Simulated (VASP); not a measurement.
# Pd in VASP: single point with PBE

Aim: the single point of Pd with PBE.

Everything below comes from runs of VASP 6.6.1. Logs are shortened: lines on timing, memory, paths and dates and some standing lists are left out, and cuts for length are marked.

### Step 1. The cell of the first run

The cell holds a slab with vacuum, 1 atom: a = 2.789 Å, b = 2.789 Å, c = 16.000 Å, α = 90.00°, β = 90.00°, γ = 90.00°.

### Step 2. Single point, PBE

Contents of INCAR:

```
SYSTEM = Pd
PREC = Accurate ; ENCUT = 400
EDIFF = 1E-6 ; ISMEAR = -1
SIGMA = 0.05 ; LREAL = .FALSE.
LASPH = .TRUE. ; NELM = 120
ALGO = Normal ; ISIF = 2
LWAVE = .FALSE. ; LCHARG = .TRUE.
LDIPOL = .TRUE. ; IDIPOL = 3
DIPOL = 0.5 0.5 0.500 ; GGA = PE
LELF = .TRUE. ; LVHAR = .TRUE.
LVACPOTAV = .TRUE. ; NBANDS = 11
GGA_COMPAT = .FALSE. ; NELMDL = -8
```

Contents of KPOINTS:

```
Automatic mesh
0
G
  12 12 1
  0 0 0
```

Contents of POSCAR:

```
Pd
1.0
    2.7888697466      0.0000000000      0.0000000000
    0.0000000000      2.7888697466      0.0000000000
    0.0000000000      0.0000000000     16.0000000000
Pd
1
Direct
    0.0000000000      0.0000000000      0.5000000000
```

Potentials or basis: VASP PAW PBE potentials, release 64 (Pd).

Command:

```sh
> cat potpaw_PBE.64/Pd/POTCAR > POTCAR
> mpirun -np 1 vasp_std > vasp.out
```

OUTCAR:

```text
SYSTEM = Pd
   PREC = Accurate
   ENCUT = 400
   EDIFF = 1E-6
   ISMEAR = -1
   LREAL = .FALSE.
   LASPH = .TRUE.
   NELM = 120
   ISIF = 2
   GGA = PE
   NELMDL = -8

 ion  position               nearest neighbor table
   1  0.000  0.000  0.500-

  LATTYP: Found a simple tetragonal cell.
 ALAT       =     2.7888697466
 C/A-ratio  =     5.7370911709

  Lattice vectors:

 A1 = (   2.7888697466,   0.0000000000,   0.0000000000)
 A2 = (   0.0000000000,   2.7888697466,   0.0000000000)
 A3 = (   0.0000000000,   0.0000000000,  16.0000000000)

Analysis of symmetry for initial positions (statically):
=====================================================================
 Subroutine PRICEL returns:
 Original cell was already a primitive cell.

 Routine SETGRP: Setting up the symmetry group for a
 simple tetragonal supercell.

 Subroutine GETGRP returns: Found 16 space group operations
 (whereof 16 operations were pure point group operations)
 out of a pool of 16 trial point group operations.

The static configuration has the point symmetry D_4h.

Analysis of symmetry for dynamics (positions and initial velocities):
=====================================================================
 Subroutine PRICEL returns:
 Original cell was already a primitive cell.

 Routine SETGRP: Setting up the symmetry group for a
 simple tetragonal supercell.

 Subroutine GETGRP returns: Found 16 space group operations
 (whereof 16 operations were pure point group operations)
 out of a pool of 16 trial point group operations.

The dynamic configuration has the point symmetry D_4h.

 Subroutine INISYM returns: Found 16 space group operations
 (whereof 16 operations are pure point group operations),
 and found     1 'primitive' translations

----------------------------------------------------------------------------------------

                                     Primitive cell

  volume of cell :     124.4447

  direct lattice vectors                    reciprocal lattice vectors
     2.788869747  0.000000000  0.000000000     0.358568198  0.000000000  0.000000000
     0.000000000  2.788869747  0.000000000     0.000000000  0.358568198  0.000000000
     0.000000000  0.000000000 16.000000000     0.000000000  0.000000000  0.062500000

  length of vectors
     2.788869747  2.788869747 16.000000000     0.358568198  0.358568198  0.062500000

  position of ions in fractional coordinates (direct lattice)
     0.000000000  0.000000000  0.500000000

  ion indices of the primitive-cell ions
   primitive index   ion index
                 1           1

----------------------------------------------------------------------------------------

 KPOINTS: Automatic mesh

Automatic generation of k-mesh.
 Grid dimensions read from file:
 generate k-points for:   12   12    1

 Generating k-lattice:

  Cartesian coordinates                     Fractional coordinates (reciprocal lattice)
     0.029880683  0.000000000  0.000000000     0.083333333  0.000000000  0.000000000
     0.000000000  0.029880683  0.000000000     0.000000000  0.083333333  0.000000000
     0.000000000  0.000000000  0.062500000     0.000000000  0.000000000  1.000000000

  Length of vectors
     0.029880683  0.029880683  0.062500000

  Shift w.r.t. Gamma in fractional coordinates (k-lattice)
     0.000000000  0.000000000  0.000000000

 Subroutine IBZKPT returns following result:
 ===========================================

 Found     28 irreducible k-points:

 Following reciprocal coordinates:
            Coordinates               Weight
  0.000000  0.000000  0.000000      1.000000
  0.083333  0.000000  0.000000      4.000000
  0.166667  0.000000  0.000000      4.000000
  0.250000  0.000000  0.000000      4.000000
  0.333333  0.000000  0.000000      4.000000
  0.416667  0.000000  0.000000      4.000000
[... 16 lines left out ...]
  0.333333  0.333333  0.000000      4.000000
  0.416667  0.333333  0.000000      8.000000
 [... further k-points ...]
   k-points           NKPTS =     28   k-points in BZ     NKDIM =     28   number of bands    NBANDS=     11
   number of dos      NEDOS =    301   number of ions     NIONS =      1
   total plane-waves  NPLWV =  34992
   dimension x,y,z NGX =    18 NGY =   18 NGZ =  108
   dimension x,y,z NGXF=    36 NGYF=   36 NGZF=  216
   ions per type =               1
   NGX,Y,Z   is equivalent  to a cutoff of  10.73, 10.73, 11.22 a.u.
   NGXF,Y,Z  is equivalent  to a cutoff of  21.46, 21.46, 22.44 a.u.
 SYSTEM =  Pd
   PREC   = accura    normal or accurate (medium, high low for compatibility)
   ISTART =      0    job   : 0-new  1-cont  2-samecut
   ICHARG =      2    charge: 1-file 2-atom 10-const
   ISPIN  =      1    spin polarized calculation?
   LNONCOLLINEAR =      F non collinear calculations
   LSORBIT =      F    spin-orbit coupling
   LASPH  =      T    aspherical Exc in radial PAW
   ENCUT  =  400.0 eV  29.40 Ry    5.42 a.u.   4.55  4.55 26.09*2*pi/ulx,y,z
   NELM   =    120;   NELMIN=  2; NELMDL= -8     # of ELM steps
   EDIFF  = 0.1E-05   stopping-criterion for ELM
   LREAL  =      F    real-space projection
   EDIFFG = 0.1E-04   stopping-criterion for IOM
   NSW    =      0    number of steps for IOM
   IBRION =     -1    ionic relax: 0-MD 1-quasi-New 2-CG
   NFREE  =      0    steps in history (QN), initial steepest desc. (CG)
   ISIF   =      2    stress and relaxation
   ISYM   =      2    0-nonsym 1-usesym 2-fastsym
   POTIM  = 0.5000    time-step for ionic-motion
   TEBEG  =    0.0;   TEEND  =   0.0 temperature during run
   PSTRESS=    0.0 pullay stress
   NELECT =      10.0000    total number of electrons
   NUPDOWN=      -1.0000    fix difference up-down
   EMIN   =  10.00;   EMAX   =-10.00  energy-range for DOS
   EFERMI =   0.00;   METHOD = LEGACY
   ISMEAR =    -1;   SIGMA  =   0.05  broadening in eV -4-tet -1-fermi 0-gaus
   EFERMI_NEDOS =   21; number of points for ismear=-14 and -15
   IALGO  =     38    algorithm
   IMIX   =      4    mixing-type and parameters
     AMIX     =   0.40;   BMIX     =  1.00
     AMIX_MAG =   1.60;   BMIX_MAG =  1.00
  volume/ion in A,a.u.               =     124.44       839.79
  Fermi-wavevector in a.u.,A,eV,Ry     =   0.706452  1.335001  6.790321  0.499074
  Thomas-Fermi vector in A             =   1.792236
   LORBIT       =      0    0 simple, 1 ext, 2 COOP (PROOUT), +10 PAW based schemes
   GGA     = PE    functional components
   LHFCALC =     F    Hartree Fock is set to
   AEXX    =    0.0000 exact exchange contribution
   IVDW    =     0    specifies the selected vdW correction
   LEPSILON=     F    determine dielectric tensor
   LRPA    =     F    only Hartree local field effects (RPA)
 non-spin polarized calculation
  energy-cutoff  :      400.00
  volume of cell :      124.44
 maximum number of plane-waves:      2305
   NGX =  9   NGY =  9   NGZ = 53

 dipolmoment           0.000000      0.000000     -0.000000 electrons x Angstroem

 number of electron      10.0000005 magnetization

 dipolmoment           0.000000      0.000000      0.000000 electrons x Angstroem

 Free energy of the ion-electron system (eV)
  ---------------------------------------------------
  ext. energy  EPLUGINS =         0.00000000
  ---------------------------------------------------
  free energy    TOTEN  =        -3.59396927 eV

  energy without entropy =       -3.56500851  energy(sigma->0) =       -3.57948889

 E-fermi :  -3.8283     XC(G=0):  -2.7144

 val. band max:       -3.8647077885   @ k =   0.2500   0.0000   0.0000
 cond. band min:      -3.8276899477   @ k =   0.4167   0.3333   0.0000
 fundamental gap:      0.0370178409
 Fermi energy:        -3.8283454426

 k-point     1 :       0.0000    0.0000    0.0000
  band No.  band energies     occupation
      1      -7.1748      2.00000
      2      -6.8261      2.00000
      3      -4.7183      2.00000
      4      -3.9407      1.80865
      5      -3.9407      1.80865
      6      -3.6477      0.05251
      7      -1.2930      0.00000
      8       1.5396      0.00000
      9       2.3561      0.00000
     10       2.7141      0.00000
     11       4.9430      0.00000

 k-point     2 :       0.0833    0.0000    0.0000
  band No.  band energies     occupation
      1      -7.0358      2.00000
      2      -6.7209      2.00000
      3      -4.6691      2.00000
      4      -4.1276      1.99498
      5      -3.9306      1.77078
      6      -3.7258      0.22785
      7      -1.0492      0.00000
      8       1.6695      0.00000
      9       2.5019      0.00000
     10       2.8421      0.00000
     11       5.0909      0.00000

 k-point     3 :       0.1667    0.0000    0.0000
  band No.  band energies     occupation
      1      -6.8316      2.00000
      2      -6.2206      2.00000
      3      -4.5447      2.00000
      4      -4.5219      2.00000
      5      -3.9326      1.77877
      6      -3.9028      1.63214
      7      -0.4377      0.00000
      8       2.0595      0.00000
      9       2.9330      0.00000
     10       3.2265      0.00000
     11       5.5270      0.00000

 k-point     4 :       0.2500    0.0000    0.0000
  band No.  band energies     occupation
      1      -6.6677      2.00000
      2      -5.3336      2.00000
      3      -4.9970      2.00000
      4      -4.2460      1.99953
      5      -4.2011      1.99884
      6      -3.8647      1.34840
      7       0.4019      0.00000
      8       2.7097      0.00000
      9       3.6333      0.00000
     10       3.8677      0.00000
     11       6.2286      0.00000

 k-point     5 :       0.3333    0.0000    0.0000
  band No.  band energies     occupation
      1      -6.5188      2.00000
      2      -5.3753      2.00000
      3      -4.5460      2.00000
      4      -4.4551      1.99999
      5      -3.8262      0.97864
      6      -3.5185      0.00407
      7       1.4140      0.00000
      8       3.6076      0.00000
      9       4.5018      0.00000
     10       4.5777      0.00000
     11       4.8471      0.00000
[... 211 lines left out ...]
 k-point    21 :       0.4167    0.2500    0.0000
  band No.  band energies     occupation
      1      -5.9064      2.00000
      2      -5.4096      2.00000
      3      -4.9160      2.00000
      4      -4.6203      2.00000
      5      -4.0584      1.98013
      6      -0.5781      0.00000
      7       3.4939      0.00000
      8       4.0277      0.00000
      9       6.0073      0.00000
     10       6.9320      0.00000
     11       7.1410      0.00000

 k-point    22 :       0.5000    0.2500    0.0000
  band No.  band energies     occupation
      1      -5.9674      2.00000
      2      -5.4880      2.00000
      3      -4.8902      2.00000
      4      -4.6017      2.00000
      5      -3.9582      1.86125
      6       0.9829      0.00000
      7       1.6956      0.00000
      8       4.8871      0.00000
      9       6.3917      0.00000
     10       7.3892      0.00000
     11       7.5417      0.00000

 k-point    23 :       0.3333    0.3333    0.0000
  band No.  band energies     occupation
      1      -6.0877      2.00000
      2      -5.1576      2.00000
      3      -4.9460      2.00000
      4      -4.3279      1.99991
      5      -4.2596      1.99964
      6      -1.0905      0.00000
      7       3.8636      0.00000
      8       5.7386      0.00000
      9       5.7533      0.00000
     10       6.8167      0.00000
     11       6.8775      0.00000

 k-point    24 :       0.4167    0.3333    0.0000
  band No.  band energies     occupation
      1      -6.3255      2.00000
      2      -5.3005      2.00000
      3      -4.9625      2.00000
      4      -4.2216      1.99923
      5      -3.8277      0.99345
      6       0.3245      0.00000
      7       4.0959      0.00000
      8       5.0212      0.00000
      9       6.9244      0.00000
     10       7.8963      0.00000
     11       8.0540      0.00000

 [... further k-points ...]

------------------------ aborting loop because EDIFF is reached ----------------------------------------

  FORCE on cell =-STRESS in cart. coord.  units (eV):
  Direction    XX          YY          ZZ          XY          YZ          ZX
  --------------------------------------------------------------------------------------
  -------------------------------------------------------------------------------------
  Total       -2.4959974     -2.4959974     -0.0539981      0.0000000      0.0000000      0.0000000
  in kB      -32.1349967    -32.1349967     -0.6952040      0.0000000      0.0000000      0.0000000
  external PRESSURE =     -21.6550658 kB  Pullay stress =       0.0000000 kB

 VOLUME and BASIS-vectors are now :
 -----------------------------------------------------------------------------
  energy-cutoff  :      400.00
  volume of cell :      124.44
      direct lattice vectors                 reciprocal lattice vectors
     2.788869747  0.000000000  0.000000000     0.358568198  0.000000000  0.000000000
     0.000000000  2.788869747  0.000000000     0.000000000  0.358568198  0.000000000
     0.000000000  0.000000000 16.000000000     0.000000000  0.000000000  0.062500000

 POSITION                                       TOTAL-FORCE (eV/Angst)
 -----------------------------------------------------------------------------------
      0.00000      0.00000      8.00000         0.000000      0.000000      0.000000
 -----------------------------------------------------------------------------------
    total drift:                                0.000000      0.000000      0.000000

  FREE ENERGIE OF THE ION-ELECTRON SYSTEM (eV)
  ---------------------------------------------------
  free  energy   TOTEN  =        -3.5939692696 eV

  energy  without entropy=       -3.5650085125  energy(sigma->0) =       -3.57948889

 vacuum level on the upper side and lower side of the slab         1.836         1.836
```

Wall time 20 s (1 thread of Intel Xeon 6975P-C (Granite Rapids), shared host); peak memory 0.18 GiB.

What came out:

| Quantity | Value |
| --- | --- |
| Free energy | -3.5940 eV |
| Band gap on the k mesh | zero (bands 5 and 6 overlap by 1.17 eV) |

Levels at points of the mesh, in eV from the Fermi level:
| k point | band 3 | band 4 | band 5 | band 6 | band 7 | band 8 |
| --- | --- | --- | --- | --- | --- | --- |
| (0.00, 0.00, 0.00) | -0.89 | -0.11 | -0.11 | 0.18 | 2.54 | 5.37 |
| (0.50, 0.00, 0.00) | -0.87 | -0.34 | 0.04 | 2.74 | 4.98 | 7.06 |
| (0.50, 0.50, 0.00) | -1.43 | -0.12 | 1.01 | 7.22 | 7.22 | 10.69 |

The gap in the log of VASP goes by the Fermi energy; the results here count the filled bands.